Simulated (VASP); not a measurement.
A run of VASP 6.6.1:

INCAR

```
SYSTEM = BeRhS3
ALGO = Normal
EDIFF = 1E-6
ENCUT = 520
GGA = PE
ISIF = 2
ISMEAR = 0
ISPIN = 2
LASPH = .True.
LCHARG = .True.
LELF = .True.
LMAXMIX = 4
LORBIT = 11
LREAL = .False.
LVHAR = .True.
LWAVE = .False.
MAGMOM = 0 1 0 0 0
NBANDS = 30
NELM = 150
PREC = Accurate
SIGMA = 0.1
```

KPOINTS

```
k-points
0
Gamma
  4 4 4
  0 0 0
```

POSCAR

```
BeRhS3
1.0
    4.6202067549      0.0000000000      0.0000000000
    0.0000000000      4.6202067549      0.0000000000
    0.0000000000      0.0000000000      4.6202067549
Be Rh S
1 1 3
Direct
    0.0000000000      0.0000000000      0.0000000000
    0.5000000000      0.5000000000      0.5000000000
    0.0000000000      0.5000000000      0.5000000000
    0.5000000000      0.0000000000      0.5000000000
    0.5000000000      0.5000000000      0.0000000000
```

Potentials or basis: VASP PAW PBE potentials, release 64 (Be, Rh_pv, S).

Run with:

```console
$ cat potpaw_PBE.64/Be/POTCAR potpaw_PBE.64/Rh_pv/POTCAR potpaw_PBE.64/S/POTCAR > POTCAR
$ mpirun -np 1 vasp_std > vasp.out
```

Hardware: 1 thread of Intel(R) Xeon(R) Platinum 8488C (Sapphire Rapids), on a shared host.

Question: How long does it take, and how much memory?

Answer: Run time: 33 s on 1 thread of Intel(R) Xeon(R) Platinum 8488C (Sapphire Rapids), on a shared host, peak memory 0.26 GiB. Counts: scf iterations 15, k points 10.
